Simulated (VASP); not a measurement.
# Ta4O (Pmmm) in VASP: single point with PBE

Aim: the single point of Ta4O with PBE.

Program: VASP 6.6.1. These are calculated values, not measurements. Logs are shortened: lines on timing, memory, paths and dates and some standing lists are left out, and cuts for length are marked.

## 1. The cell of the first run

Symmetry: Pmmm, No. 47, orthorhombic system. The conventional cell has a = 2.767 Å, b = 3.255 Å, c = 7.395 Å, α = 90.00°, β = 90.00°, γ = 90.00°. Ta (site symmetry mmm) has 4 O at 2.14 Å and 2 Ta at 2.77 Å within 2.8 Å. Ta (site symmetry mm2) has 1 O at 2.09 Å and 6 Ta at 2.67 to 2.77 Å within 2.8 Å. Ta (site symmetry mmm) has 12 Ta at 2.67 to 3.25 Å within 3.5 Å. O (site symmetry mmm) has 6 Ta at 2.09 to 2.14 Å and 2 O at 2.77 Å within 2.8 Å.

## 2. Single point, PBE (strain -0.1500 x Voigt [1, 0, 0, 0, 0, 0])

File INCAR:

```
SYSTEM = Ta4O
  PREC = Accurate
  ENCUT = 520
  EDIFF = 1E-6
  ISMEAR = 0
  SIGMA = 0.15
  LREAL = .False.
  LASPH = .True.
  NELM = 60
  ALGO = Normal
  ISIF = 2
  LWAVE = .False.
  LCHARG = .False.
  GGA = PE
  NBANDS = 33
```

File KPOINTS:

```
regular mesh
0
Gamma
  14 14 8
  0 0 0
```

File POSCAR:

```
Ta4O
1.0
    2.7665009883      0.0000000000      0.0000000000
    0.0000000000      3.2547070451      0.0000000000
    0.0000000000      0.0000000000      7.3953866605
Ta O
4 1
Direct
    0.0000000000      0.0000000000      0.5000000000
    0.5000000000      0.5000000000      0.7829127297
    0.5000000000      0.5000000000      0.2170872703
    0.0000000000      0.0000000000      0.0000000000
    0.5000000000      0.5000000000      0.5000000000
```

Potentials or basis: VASP PAW PBE potentials, release 64 (Ta_pv, O).

Started as:

```
cat potpaw_PBE.64/Ta_pv/POTCAR potpaw_PBE.64/O/POTCAR > POTCAR
mpirun -np 1 vasp_std > vasp.out
```

OUTCAR:

```text
SYSTEM = Ta4O
   PREC = Accurate
   ENCUT = 520
   EDIFF = 1E-6
   ISMEAR = 0
   LREAL = .False.
   LASPH = .True.
   NELM = 60
   ISIF = 2
   GGA = PE

 ion  position               nearest neighbor table
   1  0.000  0.000  0.500-   5 2.14   5 2.14   5 2.14   5 2.14   3 2.99   3 2.99   2 2.99   3 2.99
                             2 2.99   2 2.99   3 2.99   2 2.99
   2  0.500  0.500  0.783-   5 2.09   4 2.67   4 2.67   4 2.67   4 2.67   1 2.99   1 2.99   1 2.99
                             1 2.99   3 3.21
   3  0.500  0.500  0.217-   5 2.09   4 2.67   4 2.67   4 2.67   4 2.67   1 2.99   1 2.99   1 2.99
                             1 2.99   2 3.21
   4  0.000  0.000  0.000-   2 2.67   3 2.67   2 2.67   3 2.67   2 2.67   3 2.67   2 2.67   3 2.67

   5  0.500  0.500  0.500-   2 2.09   3 2.09   1 2.14   1 2.14   1 2.14   1 2.14

  LATTYP: Found a simple orthorhombic cell.
 ALAT       =     2.7665009883
 B/A-ratio  =     1.1764705883
 C/A-ratio  =     2.6731914038

  Lattice vectors:

 A1 = (   2.7665009883,   0.0000000000,   0.0000000000)
 A2 = (   0.0000000000,   3.2547070451,   0.0000000000)
 A3 = (   0.0000000000,   0.0000000000,   7.3953866605)

Analysis of symmetry for initial positions (statically):
=====================================================================
 Subroutine PRICEL returns:
 Original cell was already a primitive cell.

 Routine SETGRP: Setting up the symmetry group for a
 simple orthorhombic supercell.

 Subroutine GETGRP returns: Found  8 space group operations
 (whereof  8 operations were pure point group operations)
 out of a pool of  8 trial point group operations.

The static configuration has the point symmetry D_2h.

Analysis of symmetry for dynamics (positions and initial velocities):
=====================================================================
 Subroutine PRICEL returns:
 Original cell was already a primitive cell.

 Routine SETGRP: Setting up the symmetry group for a
 simple orthorhombic supercell.

 Subroutine GETGRP returns: Found  8 space group operations
 (whereof  8 operations were pure point group operations)
 out of a pool of  8 trial point group operations.

The dynamic configuration has the point symmetry D_2h.

 Subroutine INISYM returns: Found  8 space group operations
 (whereof  8 operations are pure point group operations),
 and found     1 'primitive' translations

----------------------------------------------------------------------------------------

                                     Primitive cell

  volume of cell :      66.5892

  direct lattice vectors                    reciprocal lattice vectors
     2.766500988  0.000000000  0.000000000     0.361467429  0.000000000  0.000000000
     0.000000000  3.254707045  0.000000000     0.000000000  0.307247315  0.000000000
     0.000000000  0.000000000  7.395386660     0.000000000  0.000000000  0.135219434

  length of vectors
     2.766500988  3.254707045  7.395386660     0.361467429  0.307247315  0.135219434

  position of ions in fractional coordinates (direct lattice)
     0.000000000  0.000000000  0.500000000
     0.500000000  0.500000000  0.782912730
     0.500000000  0.500000000  0.217087270
     0.000000000  0.000000000  0.000000000
     0.500000000  0.500000000  0.500000000

  ion indices of the primitive-cell ions
   primitive index   ion index
                 1           1
                 2           2
                 3           3
                 4           4
                 5           5

----------------------------------------------------------------------------------------

 KPOINTS: regular mesh

Automatic generation of k-mesh.
 Grid dimensions read from file:
 generate k-points for:   14   14    8

 Generating k-lattice:

  Cartesian coordinates                     Fractional coordinates (reciprocal lattice)
     0.025819102  0.000000000  0.000000000     0.071428571  0.000000000  0.000000000
     0.000000000  0.021946237  0.000000000     0.000000000  0.071428571  0.000000000
     0.000000000  0.000000000  0.016902429     0.000000000  0.000000000  0.125000000

  Length of vectors
     0.025819102  0.021946237  0.016902429

  Shift w.r.t. Gamma in fractional coordinates (k-lattice)
     0.000000000  0.000000000  0.000000000

 Subroutine IBZKPT returns following result:
 ===========================================

 Found    320 irreducible k-points:

 Following reciprocal coordinates:
            Coordinates               Weight
  0.000000  0.000000  0.000000      1.000000
  0.071429  0.000000  0.000000      2.000000
  0.142857  0.000000  0.000000      2.000000
  0.214286  0.000000  0.000000      2.000000
  0.285714  0.000000  0.000000      2.000000
  0.357143  0.000000  0.000000      2.000000
[... 16 lines left out ...]
  0.428571  0.142857  0.000000      4.000000
  0.500000  0.142857  0.000000      2.000000
 [... further k-points ...]
   k-points           NKPTS =    320   k-points in BZ     NKDIM =    320   number of bands    NBANDS=     33
   number of dos      NEDOS =    301   number of ions     NIONS =      5
   total plane-waves  NPLWV =  32256
   dimension x,y,z NGX =    24 NGY =   24 NGZ =   56
   dimension x,y,z NGXF=    48 NGYF=   48 NGZF=  112
   ions per type =               4   1
   NGX,Y,Z   is equivalent  to a cutoff of  14.42, 12.26, 12.59 a.u.
   NGXF,Y,Z  is equivalent  to a cutoff of  28.84, 24.52, 25.18 a.u.
 SYSTEM =  Ta4O
   PREC   = accura    normal or accurate (medium, high low for compatibility)
   ISTART =      0    job   : 0-new  1-cont  2-samecut
   ICHARG =      2    charge: 1-file 2-atom 10-const
   ISPIN  =      1    spin polarized calculation?
   LNONCOLLINEAR =      F non collinear calculations
   LSORBIT =      F    spin-orbit coupling
   LASPH  =      T    aspherical Exc in radial PAW
   ENCUT  =  520.0 eV  38.22 Ry    6.18 a.u.   5.14  6.05 13.75*2*pi/ulx,y,z
   NELM   =     60;   NELMIN=  2; NELMDL= -5     # of ELM steps
   EDIFF  = 0.1E-05   stopping-criterion for ELM
   LREAL  =      F    real-space projection
   EDIFFG = 0.1E-04   stopping-criterion for IOM
   NSW    =      0    number of steps for IOM
   IBRION =     -1    ionic relax: 0-MD 1-quasi-New 2-CG
   NFREE  =      0    steps in history (QN), initial steepest desc. (CG)
   ISIF   =      2    stress and relaxation
   ISYM   =      2    0-nonsym 1-usesym 2-fastsym
   POTIM  = 0.5000    time-step for ionic-motion
   TEBEG  =    0.0;   TEEND  =   0.0 temperature during run
   PSTRESS=    0.0 pullay stress
   NELECT =      50.0000    total number of electrons
   NUPDOWN=      -1.0000    fix difference up-down
   EMIN   =  10.00;   EMAX   =-10.00  energy-range for DOS
   EFERMI =   0.00;   METHOD = LEGACY
   ISMEAR =     0;   SIGMA  =   0.15  broadening in eV -4-tet -1-fermi 0-gaus
   EFERMI_NEDOS =   21; number of points for ismear=-14 and -15
   IALGO  =     38    algorithm
   IMIX   =      4    mixing-type and parameters
     AMIX     =   0.40;   BMIX     =  1.00
     AMIX_MAG =   1.60;   BMIX_MAG =  1.00
  volume/ion in A,a.u.               =      13.32        89.87
  Fermi-wavevector in a.u.,A,eV,Ry     =   1.487980  2.811874 30.124430  2.214083
  Thomas-Fermi vector in A             =   2.601072
   LORBIT       =      0    0 simple, 1 ext, 2 COOP (PROOUT), +10 PAW based schemes
   GGA     = PE    functional components
   LHFCALC =     F    Hartree Fock is set to
   AEXX    =    0.0000 exact exchange contribution
   IVDW    =     0    specifies the selected vdW correction
   LEPSILON=     F    determine dielectric tensor
   LRPA    =     F    only Hartree local field effects (RPA)
 non-spin polarized calculation
 Gauss-broadening in eV      SIGMA  =   0.15
  energy-cutoff  :      520.00
  volume of cell :       66.59
 maximum number of plane-waves:      1816
 NGX is ok and might be reduce to    24
   NGX = 11   NGY = 13   NGZ = 27

 number of electron      50.0000001 magnetization

 Free energy of the ion-electron system (eV)
  ---------------------------------------------------
  ext. energy  EPLUGINS =         0.00000000
  ---------------------------------------------------
  free energy    TOTEN  =       -52.94574974 eV

  energy without entropy =      -52.91333226  energy(sigma->0) =      -52.92954100

 E-fermi :   8.0850     XC(G=0): -13.4827

 val. band max:        8.0800303422   @ k =   0.3571   0.2143   0.5000
 cond. band min:       8.0884683691   @ k =   0.0000   0.5000   0.1250
 fundamental gap:      0.0084380268
 Fermi energy:         8.0849576854

 k-point     1 :       0.0000    0.0000    0.0000
  band No.  band energies     occupation
      1     -27.3983      2.00000
      2     -27.1230      2.00000
      3     -26.7414      2.00000
      4     -26.4928      2.00000
      5     -26.4523      2.00000
      6     -26.3396      2.00000
[... 25 lines left out ...]
     32      10.6999      0.00000
     33      11.1820      0.00000

 k-point     2 :       0.0714    0.0000    0.0000
  band No.  band energies     occupation
      1     -27.3878      2.00000
      2     -27.1084      2.00000
      3     -26.8408      2.00000
      4     -26.4750      2.00000
      5     -26.4566      2.00000
      6     -26.3218      2.00000
[... 25 lines left out ...]
     32      10.9554      0.00000
     33      11.4507      0.00000

 k-point     3 :       0.1429    0.0000    0.0000
  band No.  band energies     occupation
      1     -27.3581      2.00000
      2     -27.0701      2.00000
      3     -27.0683      2.00000
      4     -26.4781      2.00000
      5     -26.4765      2.00000
      6     -26.2700      2.00000
[... 25 lines left out ...]
     32      11.4791      0.00000
     33      11.5211      0.00000

 k-point     4 :       0.2143    0.0000    0.0000
  band No.  band energies     occupation
      1     -27.3591      2.00000
      2     -27.3150      2.00000
      3     -27.0163      2.00000
      4     -26.5358      2.00000
      5     -26.5316      2.00000
      6     -26.1893      2.00000
[... 673 lines left out ...]
     32      12.0432      0.00000
     33      12.8851      0.00000

 k-point    23 :       0.4286    0.1429    0.0000
  band No.  band energies     occupation
      1     -28.0290      2.00000
      2     -27.2760      2.00000
      3     -27.0610      2.00000
      4     -26.8000      2.00000
      5     -26.6508      2.00000
      6     -26.6176      2.00000
[... 25 lines left out ...]
     32      12.8247      0.00000
     33      12.8371      0.00000

 k-point    24 :       0.5000    0.1429    0.0000
  band No.  band energies     occupation
      1     -28.0858      2.00000
      2     -27.2625      2.00000
      3     -27.0917      2.00000
      4     -26.8300      2.00000
      5     -26.7036      2.00000
      6     -26.6111      2.00000
[... 25 lines left out ...]
     32      12.7722      0.00000
     33      12.8725      0.00000

 [... further k-points ...]
[... 5 lines left out ...]
  --------------------------------------------------------------------------------------
  -------------------------------------------------------------------------------------
  Total       26.9678119     19.4287680     17.7422724     -0.0000000      0.0000000      0.0000000
  in kB      648.8624975    467.4683651    426.8902209     -0.0000000      0.0000000      0.0000000
  external PRESSURE =     514.4070278 kB  Pullay stress =       0.0000000 kB

 VOLUME and BASIS-vectors are now :
 -----------------------------------------------------------------------------
  energy-cutoff  :      520.00
  volume of cell :       66.59
      direct lattice vectors                 reciprocal lattice vectors
     2.766500988  0.000000000  0.000000000     0.361467429  0.000000000  0.000000000
     0.000000000  3.254707045  0.000000000     0.000000000  0.307247315  0.000000000
     0.000000000  0.000000000  7.395386660     0.000000000  0.000000000  0.135219434

 POSITION                                       TOTAL-FORCE (eV/Angst)
 -----------------------------------------------------------------------------------
      0.00000      0.00000      3.69769         0.000000      0.000000      0.000000
      1.38325      1.62735      5.78994         0.000000      0.000000     -1.193022
      1.38325      1.62735      1.60544         0.000000     -0.000000      1.193022
      0.00000      0.00000      0.00000         0.000000      0.000000      0.000000
      1.38325      1.62735      3.69769         0.000000      0.000000      0.000000
 -----------------------------------------------------------------------------------
    total drift:                                0.000000     -0.000000      0.000000

  FREE ENERGIE OF THE ION-ELECTRON SYSTEM (eV)
  ---------------------------------------------------
  free  energy   TOTEN  =       -52.9457497437 eV

  energy  without entropy=      -52.9133322589  energy(sigma->0) =      -52.92954100
```

It took 4.6 min on 1 thread of Intel Xeon 6975P-C (Granite Rapids), shared host; peak memory 0.6 GiB.

Results:

```
Free energy            : -52.9457 eV
Pressure               : 51.4 GPa
Largest force          : 1.193 eV/Å
Band gap on the k mesh : zero (band 25 reaches 9.04 eV, above the bottom of band 26 at 7.38 eV)
```

Forces in eV/Å, atoms in the order of the input:
```
Ta   0.000  0.000  0.000
Ta   0.000  0.000 -1.193
Ta   0.000  0.000  1.193
Ta   0.000  0.000  0.000
O    0.000  0.000  0.000
```

Stress tensor (GPa, compression positive):
```
64.89  0.00  0.00
 0.00 46.75  0.00
 0.00  0.00 42.69
```

Caveat: the cell differs from its parent crystal (strain -0.1500 x Voigt [1, 0, 0, 0, 0, 0]); spin-orbit coupling is left out, which moves the levels of the heavy elements; forces of over 1 eV/Å act on the atoms, so gaps and moduli don't describe the material at rest.
